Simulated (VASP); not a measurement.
# MgO (Cm) in VASP: single point with PBE

Aim: the single point of MgO with PBE.

Program: VASP 6.6.1. These are calculated values, not measurements. Logs are shortened: lines on timing, memory, paths and dates and some standing lists are left out, and cuts for length are marked.

### Step 1. The cell of the first run

The structure is monoclinic, space group Cm (No. 8). The conventional cell has a = 5.875 Å, b = 5.360 Å, c = 5.088 Å, α = 90.00°, β = 90.00°, γ = 90.00°. Within 2.9 Å of Mg (site symmetry 1) lie 6 O at 2.16 to 2.23 Å and 2 Mg at 2.68 Å. Within 2.8 Å of Mg (site symmetry 1) lie 6 O at 2.09 to 2.16 Å and 2 Mg at 2.68 Å. O (site symmetry m) has 6 Mg at 2.09 to 2.23 Å and 2 O at 2.68 Å within 2.8 Å. Within 2.9 Å of O (site symmetry m) lie 6 Mg at 2.16 Å and 3 O at 2.68 to 2.89 Å. O (site symmetry m) has 6 Mg at 2.16 Å and 3 O at 2.68 to 2.84 Å within 2.9 Å. O (site symmetry m) has 6 Mg at 2.16 Å and 3 O at 2.68 to 2.89 Å within 2.9 Å.

### Step 2. Single point, PBE (atom 5 (O) moved +0.100 Å along Cartesian [1 0 0])

Contents of INCAR:

```
SYSTEM = MgO
  PREC = Accurate
  ENCUT = 520
  EDIFF = 1E-6
  ISMEAR = 0
  SIGMA = 0.05
  LREAL = .FALSE.
  LASPH = .TRUE.
  NELM = 100
  ALGO = Normal
  ISIF = 2
  LWAVE = .FALSE.
  LCHARG = .FALSE.
  GGA = PE
  NBANDS = 26
```

Contents of KPOINTS:

```
regular mesh
0
G
  6 6 6
  0 0 0
```

Contents of POSCAR:

```
MgO
1.0
    1.4688622380      2.5441440255      2.6797873418
   -1.4688622380     -2.5441440255      2.6797873418
    4.4065867139     -2.5441440255      0.0000000000
Mg O
4 4
Direct
    0.5000000000      0.5000000000      0.0000000000
    0.2500000000      0.7500000000      0.5000000000
    0.7500000000      0.2500000000      0.5000000000
    0.0000000000      0.0000000000      0.0000000000
    0.7585099880      0.7414900120      0.3503533093
    0.5000000000      1.0000000000      0.8333333333
    0.0000000000      0.5000000000      0.8333333333
    0.2500000000      0.2500000000      0.3333333333
```

Potentials or basis: VASP PAW PBE potentials, release 64 (Mg, O).

Run with:

```sh
$ cat potpaw_PBE.64/Mg/POTCAR potpaw_PBE.64/O/POTCAR > POTCAR
$ mpirun -np 1 vasp_std > vasp.out
```

OUTCAR:

```text
SYSTEM = MgO
   PREC = Accurate
   ENCUT = 520
   EDIFF = 1E-6
   ISMEAR = 0
   LREAL = .FALSE.
   LASPH = .TRUE.
   NELM = 100
   ISIF = 2
   GGA = PE

 ion  position               nearest neighbor table
   1  0.500  0.500  0.000-   8 2.16   7 2.16   6 2.16   6 2.16   7 2.16   5 2.23   4 2.68   4 2.68
                             3 2.94   2 2.94   3 2.94   2 2.94   4 2.94   4 2.94
   2  0.250  0.750  0.500-   5 2.09   6 2.16   7 2.16   8 2.16   8 2.16   5 2.16   3 2.68   3 2.68
                             4 2.94   1 2.94   1 2.94   4 2.94   3 2.94   3 2.94
   3  0.750  0.250  0.500-   5 2.09   6 2.16   7 2.16   8 2.16   8 2.16   5 2.16   2 2.68   2 2.68
                             4 2.94   1 2.94   4 2.94   1 2.94   2 2.94   2 2.94
   4  0.000  0.000  0.000-   8 2.16   6 2.16   7 2.16   7 2.16   6 2.16   5 2.23   1 2.68   1 2.68
                             2 2.94   3 2.94   3 2.94   2 2.94   1 2.94   1 2.94
   5  0.759  0.741  0.350-   2 2.09   3 2.09   3 2.16   2 2.16   4 2.23   1 2.23
   6  0.500  0.000  0.833-   2 2.16   3 2.16   1 2.16   4 2.16   1 2.16   4 2.16
   7  0.000  0.500  0.833-   2 2.16   3 2.16   4 2.16   1 2.16   4 2.16   1 2.16
   8  0.250  0.250  0.333-   1 2.16   4 2.16   2 2.16   3 2.16   2 2.16   3 2.16

  LATTYP: Found a base centered orthorhombic cell.
 ALAT       =     5.3595746836
 B/A-ratio  =     1.0962528370
 C/A-ratio  =     0.9493828058

  Lattice vectors:

 A1 = (   1.4688622380,   2.5441440255,   2.6797873418)
 A2 = (  -1.4688622380,  -2.5441440255,   2.6797873418)
 A3 = (   4.4065867139,  -2.5441440255,   0.0000000000)

Analysis of symmetry for initial positions (statically):
=====================================================================
 Subroutine PRICEL returns:
 Original cell was already a primitive cell.

 Routine SETGRP: Setting up the symmetry group for a
 base centered orthorhombic supercell.

 Subroutine GETGRP returns: Found  2 space group operations
 (whereof  1 operations were pure point group operations)
 out of a pool of  8 trial point group operations.

The static configuration has the point symmetry C_1 .
 The point group associated with its full space group is C_1h.

Analysis of symmetry for dynamics (positions and initial velocities):
=====================================================================
 Subroutine PRICEL returns:
 Original cell was already a primitive cell.

 Routine SETGRP: Setting up the symmetry group for a
 base centered orthorhombic supercell.

 Subroutine GETGRP returns: Found  2 space group operations
 (whereof  1 operations were pure point group operations)
 out of a pool of  8 trial point group operations.

The dynamic configuration has the point symmetry C_1 .
 The point group associated with its full space group is C_1h.

 Subroutine INISYM returns: Found  2 space group operations
 (whereof  1 operations are pure point group operations),
 and found     1 'primitive' translations

----------------------------------------------------------------------------------------

                                     Primitive cell

  volume of cell :      80.1149

  direct lattice vectors                    reciprocal lattice vectors
     1.468862238  2.544144026  2.679787342     0.085099880  0.147397316  0.186581969
    -1.468862238 -2.544144026  2.679787342    -0.085099880 -0.147397316  0.186581969
     4.406586714 -2.544144026  0.000000000     0.170199760 -0.098264877  0.000000000

  length of vectors
     3.976365840  3.976365840  5.088288051     0.252548588  0.252548588  0.196529754

  position of ions in fractional coordinates (direct lattice)
     0.500000000  0.500000000  0.000000000
     0.250000000  0.750000000  0.500000000
     0.750000000  0.250000000  0.500000000
     0.000000000  0.000000000  0.000000000
     0.758509988  0.741490012  0.350353309
     0.500000000  0.000000000  0.833333333
     0.000000000  0.500000000  0.833333333
     0.250000000  0.250000000  0.333333333

  ion indices of the primitive-cell ions
   primitive index   ion index
                 1           1
                 2           2
                 3           3
                 4           4
                 5           5
                 6           6
                 7           7
                 8           8

----------------------------------------------------------------------------------------

 KPOINTS: regular mesh

Automatic generation of k-mesh.
 Grid dimensions read from file:
 generate k-points for:    6    6    6

 Generating k-lattice:

  Cartesian coordinates                     Fractional coordinates (reciprocal lattice)
     0.014183313  0.024566219  0.031096995     0.166666667  0.000000000  0.000000000
    -0.014183313 -0.024566219  0.031096995     0.000000000  0.166666667 -0.000000000
     0.028366627 -0.016377480  0.000000000     0.000000000  0.000000000  0.166666667

  Length of vectors
     0.042091431  0.042091431  0.032754959

  Shift w.r.t. Gamma in fractional coordinates (k-lattice)
     0.000000000  0.000000000  0.000000000

 Subroutine IBZKPT returns following result:
 ===========================================

 Found     68 irreducible k-points:

 Following reciprocal coordinates:
            Coordinates               Weight
  0.000000  0.000000  0.000000      1.000000
  0.166667  0.000000  0.000000      4.000000
  0.333333  0.000000  0.000000      4.000000
  0.500000  0.000000  0.000000      2.000000
  0.166667  0.166667  0.000000      2.000000
  0.333333  0.166667 -0.000000      4.000000
[... 16 lines left out ...]
  0.500000  0.166667  0.166667      4.000000
  0.500000 -0.166667  0.166667      4.000000
 [... further k-points ...]
   k-points           NKPTS =     68   k-points in BZ     NKDIM =     68   number of bands    NBANDS=     26
   number of dos      NEDOS =    301   number of ions     NIONS =      8
   total plane-waves  NPLWV =  36000
   dimension x,y,z NGX =    30 NGY =   30 NGZ =   40
   dimension x,y,z NGXF=    60 NGYF=   60 NGZF=   80
   ions per type =               4   4
   NGX,Y,Z   is equivalent  to a cutoff of  12.54, 12.54, 13.07 a.u.
   NGXF,Y,Z  is equivalent  to a cutoff of  25.09, 25.09, 26.14 a.u.
 SYSTEM =  MgO
   PREC   = accura    normal or accurate (medium, high low for compatibility)
   ISTART =      0    job   : 0-new  1-cont  2-samecut
   ICHARG =      2    charge: 1-file 2-atom 10-const
   ISPIN  =      1    spin polarized calculation?
   LNONCOLLINEAR =      F non collinear calculations
   LSORBIT =      F    spin-orbit coupling
   LASPH  =      T    aspherical Exc in radial PAW
   ENCUT  =  520.0 eV  38.22 Ry    6.18 a.u.   7.39  7.39  9.46*2*pi/ulx,y,z
   NELM   =    100;   NELMIN=  2; NELMDL= -5     # of ELM steps
   EDIFF  = 0.1E-05   stopping-criterion for ELM
   LREAL  =      F    real-space projection
   EDIFFG = 0.1E-04   stopping-criterion for IOM
   NSW    =      0    number of steps for IOM
   IBRION =     -1    ionic relax: 0-MD 1-quasi-New 2-CG
   NFREE  =      0    steps in history (QN), initial steepest desc. (CG)
   ISIF   =      2    stress and relaxation
   ISYM   =      2    0-nonsym 1-usesym 2-fastsym
   POTIM  = 0.5000    time-step for ionic-motion
   TEBEG  =    0.0;   TEEND  =   0.0 temperature during run
   PSTRESS=    0.0 pullay stress
   NELECT =      32.0000    total number of electrons
   NUPDOWN=      -1.0000    fix difference up-down
   EMIN   =  10.00;   EMAX   =-10.00  energy-range for DOS
   EFERMI =   0.00;   METHOD = LEGACY
   ISMEAR =     0;   SIGMA  =   0.05  broadening in eV -4-tet -1-fermi 0-gaus
   EFERMI_NEDOS =   21; number of points for ismear=-14 and -15
   IALGO  =     38    algorithm
   IMIX   =      4    mixing-type and parameters
     AMIX     =   0.40;   BMIX     =  1.00
     AMIX_MAG =   1.60;   BMIX_MAG =  1.00
  volume/ion in A,a.u.               =      10.01        67.58
  Fermi-wavevector in a.u.,A,eV,Ry     =   1.205648  2.278344 19.777247  1.453587
  Thomas-Fermi vector in A             =   2.341338
   LORBIT       =      0    0 simple, 1 ext, 2 COOP (PROOUT), +10 PAW based schemes
   GGA     = PE    functional components
   LHFCALC =     F    Hartree Fock is set to
   AEXX    =    0.0000 exact exchange contribution
   IVDW    =     0    specifies the selected vdW correction
   LEPSILON=     F    determine dielectric tensor
   LRPA    =     F    only Hartree local field effects (RPA)
 non-spin polarized calculation
 Gauss-broadening in eV      SIGMA  =   0.05
  energy-cutoff  :      520.00
  volume of cell :       80.11
 maximum number of plane-waves:      2178
 NGX is ok and might be reduce to    30
   NGX = 15   NGY = 15   NGZ = 19

 number of electron      31.9999997 magnetization

 Free energy of the ion-electron system (eV)
  ---------------------------------------------------
  ext. energy  EPLUGINS =         0.00000000
  ---------------------------------------------------
  free energy    TOTEN  =       -44.88213755 eV

  energy without entropy =      -44.88213755  energy(sigma->0) =      -44.88213755

 E-fermi :   3.5931     XC(G=0): -10.7342

 val. band max:        3.2982830505   @ k =  -0.3333   0.3333   0.0000
 cond. band min:       6.2945226416   @ k =   0.0000   0.0000   0.0000
 fundamental gap:      2.9962395910
 Fermi energy:         3.5930923897

 k-point     1 :       0.0000    0.0000    0.0000
  band No.  band energies     occupation
      1     -14.1301      2.00000
      2     -13.0942      2.00000
      3     -12.3576      2.00000
      4     -12.3303      2.00000
      5      -1.5602      2.00000
      6      -0.4514      2.00000
[... 18 lines left out ...]
     25      15.8989      0.00000
     26      16.3237      0.00000

 k-point     2 :       0.1667    0.0000    0.0000
  band No.  band energies     occupation
      1     -14.0233      2.00000
      2     -13.0323      2.00000
      3     -12.5346      2.00000
      4     -12.3202      2.00000
      5      -1.3989      2.00000
      6      -0.5404      2.00000
[... 18 lines left out ...]
     25      16.0957      0.00000
[... 608 lines left out ...]
     25      16.5321      0.00000
     26      17.1164      0.00000

 k-point    24 :       0.5000   -0.1667    0.1667
  band No.  band energies     occupation
      1     -13.2869      2.00000
      2     -13.1787      2.00000
      3     -12.8310      2.00000
      4     -12.5464      2.00000
      5      -0.7899      2.00000
      6      -0.5921      2.00000
[... 18 lines left out ...]
     25      16.4965      0.00000
     26      17.1475      0.00000

 [... further k-points ...]
[... 5 lines left out ...]
  --------------------------------------------------------------------------------------
  -------------------------------------------------------------------------------------
  Total       -0.1473932     -0.2409430     -0.3074475      0.0078018      0.0000000      0.0000000
  in kB       -2.9476426     -4.8184993     -6.1484892      0.1560239      0.0000000      0.0000000
  external PRESSURE =      -4.6382104 kB  Pullay stress =       0.0000000 kB

 VOLUME and BASIS-vectors are now :
 -----------------------------------------------------------------------------
  energy-cutoff  :      520.00
  volume of cell :       80.11
      direct lattice vectors                 reciprocal lattice vectors
     1.468862238  2.544144026  2.679787342     0.085099880  0.147397316  0.186581969
    -1.468862238 -2.544144026  2.679787342    -0.085099880 -0.147397316  0.186581969
     4.406586714 -2.544144026  0.000000000     0.170199760 -0.098264877  0.000000000

 POSITION                                       TOTAL-FORCE (eV/Angst)
 -----------------------------------------------------------------------------------
      0.00000      0.00000      2.67979         0.005382      0.029250     -0.025246
      1.46886     -2.54414      2.67979         0.168756      0.004623      0.008019
      2.93772      0.00000      2.67979         0.168756      0.004623     -0.008019
      0.00000      0.00000      0.00000         0.005382      0.029250      0.025246
      1.56886     -0.84805      4.01968        -0.799018     -0.060040     -0.000000
      4.40659     -0.84805      1.33989         0.234057     -0.111679     -0.000000
      2.93772     -3.39219      1.33989         0.269695     -0.089323     -0.000000
      1.46886     -0.84805      1.33989        -0.053011      0.193297     -0.000000
 -----------------------------------------------------------------------------------
    total drift:                               -0.000756      0.000070     -0.000000

  FREE ENERGIE OF THE ION-ELECTRON SYSTEM (eV)
  ---------------------------------------------------
  free  energy   TOTEN  =       -44.8821375503 eV

  energy  without entropy=      -44.8821375503  energy(sigma->0) =      -44.88213755
```

Wall time 2.4 min (1 thread of AMD EPYC 7R13 (Zen 3), shared host); peak memory 0.22 GiB.

What came out:

```yaml
Free_energy: -44.8821 eV
Pressure: -0.5 GPa
Largest_force: 0.801 eV/Å
Band_gap_on_the_k_mesh: 3.00 eV
```

Forces on the atoms (eV/Å):
```
Mg   0.005  0.029 -0.025
Mg   0.169  0.005  0.008
Mg   0.169  0.005 -0.008
Mg   0.005  0.029  0.025
O   -0.799 -0.060  0.000
O    0.234 -0.112  0.000
O    0.270 -0.089  0.000
O   -0.053  0.193  0.000
```

Stress tensor (GPa, compression positive):
```
-0.29  0.02  0.00
 0.02 -0.48  0.00
 0.00  0.00 -0.61
```

Caveat: the cell differs from its parent crystal (atom 5 (O) moved +0.100 Å along Cartesian [1 0 0]). A k mesh can miss the band edges.
